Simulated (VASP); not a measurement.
# CdSe (Fm-3m) in VASP: a series of runs

Runs on CdSe. Level: PBEsol. Tasks: single point.

Program: VASP 6.6.1. These are calculated values, not measurements. Logs are shortened: lines on timing, memory, paths and dates and some standing lists are left out, and cuts for length are marked.

## Step 1: The cell of the first run

It takes space group Fm-3m (No. 225, cubic). The conventional cell has a = 5.824 Å, b = 5.824 Å, c = 5.824 Å, α = 90.00°, β = 90.00°, γ = 90.00°. Within 3.8 Å of Cd (site symmetry m-3m) lie 6 Se at 2.91 Å. Within 3.8 Å of Se (site symmetry m-3m) lie 6 Cd at 2.91 Å.

## Step 2: Single point, PBEsol

Input file INCAR:

```
ALGO = Normal
EDIFF = 1E-6
ENCUT = 500
GGA = PS
GGA_COMPAT = False
ISIF = 2
ISMEAR = -1
LASPH = True
LCHARG = True
LELF = True
LREAL = False
LVHAR = True
LWAVE = False
NBANDS = 16
NELM = 120
PREC = Accurate
SIGMA = 0.05
```

Input file KPOINTS:

```
k-points
0
Gamma
  6 6 6
```

Input file POSCAR:

```
CdSe
1.0
    0.0000000000      2.9117775739      2.9117775739
    2.9117775739      0.0000000000      2.9117775739
    2.9117775739      2.9117775739      0.0000000000
Cd Se
1 1
Direct
    0.0000000000      0.0000000000      0.0000000000
    0.5000000000      0.5000000000      0.5000000000
```

Potentials or basis: VASP PAW PBE potentials, release 64 (Cd, Se).

Started as:

```sh
cat potpaw_PBE.64/Cd/POTCAR potpaw_PBE.64/Se/POTCAR > POTCAR
mpirun -np 1 vasp_std > vasp.out
```

OUTCAR:

```text
EDIFF = 1E-6
   ENCUT = 500
   GGA = PS
   ISIF = 2
   ISMEAR = -1
   LASPH = True
   LREAL = False
   NELM = 120
   PREC = Accurate

 ion  position               nearest neighbor table
   1  0.000  0.000  0.000-   2 2.91   2 2.91   2 2.91   2 2.91   2 2.91   2 2.91
   2  0.500  0.500  0.500-   1 2.91   1 2.91   1 2.91   1 2.91   1 2.91   1 2.91

  LATTYP: Found a face centered cubic cell.
 ALAT       =     5.8235551478

  Lattice vectors:

 A1 = (   0.0000000000,   2.9117775739,   2.9117775739)
 A2 = (   2.9117775739,   0.0000000000,   2.9117775739)
 A3 = (   2.9117775739,   2.9117775739,   0.0000000000)

Analysis of symmetry for initial positions (statically):
=====================================================================
 Subroutine PRICEL returns:
 Original cell was already a primitive cell.

 Routine SETGRP: Setting up the symmetry group for a
 face centered cubic supercell.

 Subroutine GETGRP returns: Found 48 space group operations
 (whereof 48 operations were pure point group operations)
 out of a pool of 48 trial point group operations.

The static configuration has the point symmetry O_h .

Analysis of symmetry for dynamics (positions and initial velocities):
=====================================================================
 Subroutine PRICEL returns:
 Original cell was already a primitive cell.

 Routine SETGRP: Setting up the symmetry group for a
 face centered cubic supercell.

 Subroutine GETGRP returns: Found 48 space group operations
 (whereof 48 operations were pure point group operations)
 out of a pool of 48 trial point group operations.

The dynamic configuration has the point symmetry O_h .

 Subroutine INISYM returns: Found 48 space group operations
 (whereof 48 operations are pure point group operations),
 and found     1 'primitive' translations

----------------------------------------------------------------------------------------

                                     Primitive cell

  volume of cell :      49.3747

  direct lattice vectors                    reciprocal lattice vectors
     0.000000000  2.911777574  2.911777574    -0.171716413  0.171716413  0.171716413
     2.911777574  0.000000000  2.911777574     0.171716413 -0.171716413  0.171716413
     2.911777574  2.911777574  0.000000000     0.171716413  0.171716413 -0.171716413

  length of vectors
[... 70 lines left out ...]
   LASPH  =      T    aspherical Exc in radial PAW
   ENCUT  =  500.0 eV  36.75 Ry    6.06 a.u.   7.51  7.51  7.51*2*pi/ulx,y,z
   NELM   =    120;   NELMIN=  2; NELMDL= -5     # of ELM steps
   EDIFF  = 0.1E-05   stopping-criterion for ELM
   LREAL  =      F    real-space projection
   EDIFFG = 0.1E-04   stopping-criterion for IOM
   NSW    =      0    number of steps for IOM
   IBRION =     -1    ionic relax: 0-MD 1-quasi-New 2-CG
   NFREE  =      0    steps in history (QN), initial steepest desc. (CG)
   ISIF   =      2    stress and relaxation
   ISYM   =      2    0-nonsym 1-usesym 2-fastsym
   POTIM  = 0.5000    time-step for ionic-motion
   TEBEG  =    0.0;   TEEND  =   0.0 temperature during run
   PSTRESS=    0.0 pullay stress
   NELECT =      18.0000    total number of electrons
   NUPDOWN=      -1.0000    fix difference up-down
   EMIN   =  10.00;   EMAX   =-10.00  energy-range for DOS
   EFERMI =   0.00;   METHOD = LEGACY
   ISMEAR =    -1;   SIGMA  =   0.05  broadening in eV -4-tet -1-fermi 0-gaus
   EFERMI_NEDOS =   21; number of points for ismear=-14 and -15
   IALGO  =     38    algorithm
   IMIX   =      4    mixing-type and parameters
     AMIX     =   0.40;   BMIX     =  1.00
     AMIX_MAG =   1.60;   BMIX_MAG =  1.00
  volume/ion in A,a.u.               =      24.69       166.60
  Fermi-wavevector in a.u.,A,eV,Ry     =   1.169493  2.210021 18.608864  1.367713
  Thomas-Fermi vector in A             =   2.305965
   LORBIT       =      0    0 simple, 1 ext, 2 COOP (PROOUT), +10 PAW based schemes
   GGA     = PS    functional components
   LHFCALC =     F    Hartree Fock is set to
   AEXX    =    0.0000 exact exchange contribution
   IVDW    =     0    specifies the selected vdW correction
   LEPSILON=     F    determine dielectric tensor
   LRPA    =     F    only Hartree local field effects (RPA)
 non-spin polarized calculation
  energy-cutoff  :      500.00
  volume of cell :       49.37
 maximum number of plane-waves:      1272
   NGX = 15   NGY = 15   NGZ = 15

 number of electron      18.0000005 magnetization

 Free energy of the ion-electron system (eV)
  ---------------------------------------------------
  ext. energy  EPLUGINS =         0.00000000
  ---------------------------------------------------
  free energy    TOTEN  =        -5.90735169 eV

  energy without entropy =       -5.90160914  energy(sigma->0) =       -5.90448042

 E-fermi :   1.8316     XC(G=0): -10.0033

 val. band max:        1.7567505961   @ k =  -0.1667   0.1667   0.0000
 cond. band min:       2.6577293156   @ k =   0.5000   0.3333   0.0000
 fundamental gap:      0.9009787195
 Fermi energy:         1.8315853541

 k-point     1 :       0.0000    0.0000    0.0000
  band No.  band energies     occupation
      1     -10.8968      2.00000
      2      -6.0034      2.00000
      3      -6.0034      2.00000
      4      -5.9865      2.00000
      5      -5.9865      2.00000
      6      -5.9865      2.00000
[... 281 lines left out ...]
      3      -6.0337      2.00000
      4      -5.9047      2.00000
      5      -5.8167      2.00000
      6      -5.5024      2.00000
[... 8 lines left out ...]
     15      14.4646      0.00000
     16      16.5031      0.00000

------------------------ aborting loop because EDIFF is reached ----------------------------------------

  FORCE on cell =-STRESS in cart. coord.  units (eV):
  Direction    XX          YY          ZZ          XY          YZ          ZX
  --------------------------------------------------------------------------------------
  -------------------------------------------------------------------------------------
  Total       -1.6321108     -1.6321108     -1.6321108      0.0000000      0.0000000      0.0000000
  in kB      -52.9609335    -52.9609335    -52.9609335      0.0000000      0.0000000      0.0000000
  external PRESSURE =     -52.9609335 kB  Pullay stress =       0.0000000 kB

 VOLUME and BASIS-vectors are now :
 -----------------------------------------------------------------------------
  energy-cutoff  :      500.00
  volume of cell :       49.37
      direct lattice vectors                 reciprocal lattice vectors
     0.000000000  2.911777574  2.911777574    -0.171716413  0.171716413  0.171716413
     2.911777574  0.000000000  2.911777574     0.171716413 -0.171716413  0.171716413
     2.911777574  2.911777574  0.000000000     0.171716413  0.171716413 -0.171716413

 POSITION                                       TOTAL-FORCE (eV/Angst)
 -----------------------------------------------------------------------------------
      0.00000      0.00000      0.00000        -0.000000     -0.000000      0.000000
      2.91178      2.91178      2.91178         0.000000      0.000000     -0.000000
 -----------------------------------------------------------------------------------
    total drift:                               -0.000000      0.000000      0.000000

  FREE ENERGIE OF THE ION-ELECTRON SYSTEM (eV)
  ---------------------------------------------------
  free  energy   TOTEN  =        -5.9073516933 eV

  energy  without entropy=       -5.9016091368  energy(sigma->0) =       -5.90448042
```

OSZICAR:

```text
N       E                     dE             d eps       ncg     rms          rms(c)
DAV:   1     0.106946608715E+03    0.10695E+03   -0.88139E+03   512   0.998E+02
DAV:   2    -0.243757788081E+01   -0.10938E+03   -0.10188E+03   640   0.246E+02
DAV:   3    -0.632497476031E+01   -0.38874E+01   -0.38816E+01   584   0.490E+01
DAV:   4    -0.633747292433E+01   -0.12498E-01   -0.12498E-01   688   0.276E+00
DAV:   5    -0.633752890796E+01   -0.55984E-04   -0.55984E-04   608   0.163E-01    0.461E+00
DAV:   6    -0.593139137199E+01    0.40614E+00   -0.65010E-01   656   0.962E+00    0.408E+00
DAV:   7    -0.591046359487E+01    0.20928E-01   -0.90594E-02   592   0.221E+00    0.204E+00
DAV:   8    -0.590746141444E+01    0.30022E-02   -0.94252E-03   600   0.111E+00    0.157E-01
DAV:   9    -0.590733926493E+01    0.12215E-03   -0.74801E-04   632   0.305E-01    0.373E-02
DAV:  10    -0.590734553270E+01   -0.62678E-05   -0.66015E-05   592   0.104E-01    0.343E-02
DAV:  11    -0.590735172386E+01   -0.61912E-05   -0.80152E-06   632   0.287E-02    0.115E-02
DAV:  12    -0.590735169326E+01    0.30604E-07   -0.19691E-07   304   0.379E-03
   1 F= -.59073517E+01 E0= -.59044804E+01  d E =-.574256E-02
```

stdout:

```text
POSCAR found type information on POSCAR CdSe
 POSCAR found :  2 types and       2 ions
 scaLAPACK will be used
 -----------------------------------------------------------------------------
|                                                                             |
|                                                                             |
|     You enforced a specific xc type in the INCAR file but a different       |
|     I HOPE YOU KNOW WHAT YOU ARE DOING!                                     |
|                                                                             |
 -----------------------------------------------------------------------------

 LDA part: xc-table for (Slater+PW92), standard interpolation
 POSCAR, INCAR and KPOINTS ok, starting setup
 FFT: planning ... GRIDC
 FFT: planning ... GRID_SOFT
 FFT: planning ... GRID
 WAVECAR not read
 entering main loop
```

Run time: 15 s. Hardware: 1 thread of AMD EPYC 7R43 (Zen 3), shared host; peak memory 0.13 GiB.

Results:

```yaml
Free_energy: -5.9074 eV
Pressure: -5.3 GPa
Band_gap_on_the_k_mesh: zero (band 9 reaches 1.76 eV, above the bottom of band 10 at 1.27 eV)
```

Levels at points of the mesh, in eV from the Fermi level:
| k point | band 6 | band 7 | band 8 | band 9 | band 10 | band 11 | band 12 | band 13 |
| --- | --- | --- | --- | --- | --- | --- | --- | --- |
| (0.00, 0.00, 0.00) | -7.82 | -0.60 | -0.60 | -0.60 | -0.21 | 8.51 | 8.51 | 8.51 |
| (0.50, 0.00, 0.00) | -7.69 | -4.82 | -0.09 | -0.09 | 2.87 | 5.15 | 5.15 | 5.53 |
| (0.50, 0.50, 0.00) | -7.24 | -3.93 | -1.97 | -1.97 | -0.57 | 5.37 | 9.28 | 9.89 |

Caveat: the PAW data sets were made with another functional, which shifts forces and pressure a little.

## Step 3: Single point, PBEsol

This run uses another cell than the first one, of 25.64 Å³/atom, 1.038 times its volume.

Input file INCAR:

```
SYSTEM = CdSe
PREC = Accurate
ENCUT = 500
EDIFF = 1E-6
ISMEAR = -1
SIGMA = 0.05
LREAL = .False.
LASPH = .True.
NELM = 120
ALGO = Normal
ISIF = 2
LWAVE = .False.
LCHARG = .True.
GGA = PS
LELF = .True.
LVHAR = .True.
NBANDS = 16
GGA_COMPAT = .False.
```

Input file KPOINTS:

```
Automatic mesh
0
Gamma
  6 6 6
  0 0 0
```

Input file POSCAR:

```
CdSe
1.0
    0.0000000000      2.9486394311      2.9486394311
    2.9486394311      0.0000000000      2.9486394311
    2.9486394311      2.9486394311      0.0000000000
Cd Se
1 1
Direct
    0.0000000000      0.0000000000      0.0000000000
    0.5000000000      0.5000000000      0.5000000000
```

Potentials or basis: VASP PAW PBE potentials, release 64 (Cd, Se).

Started as:

```sh
cat potpaw_PBE.64/Cd/POTCAR potpaw_PBE.64/Se/POTCAR > POTCAR
mpirun -np 1 vasp_std > vasp.out
```

Run time: 15 s. Hardware: 1 thread of AMD EPYC 7R43 (Zen 3), shared host; peak memory 0.13 GiB.

The run converged. Its results:

| Property | Result |
| --- | --- |
| Free energy | -5.8355 eV |
| Pressure | -6.8 GPa |
| Band gap on the k mesh | zero (band 9 reaches 1.45 eV, above the bottom of band 10 at 0.96 eV) |

Levels at points of the mesh, in eV from the Fermi level:
```tsv
k point	band 7	band 8	band 9	band 10	band 11	band 12
(0.00, 0.00, 0.00)	-0.55	-0.55	-0.55	-0.34	8.47	8.47
(0.50, 0.00, 0.00)	-4.63	-0.10	-0.10	2.89	5.15	5.15
(0.50, 0.50, 0.00)	-3.71	-1.85	-1.85	-0.56	5.41	9.01
```

Caveat: the PAW data sets were made with another functional, which shifts forces and pressure a little.
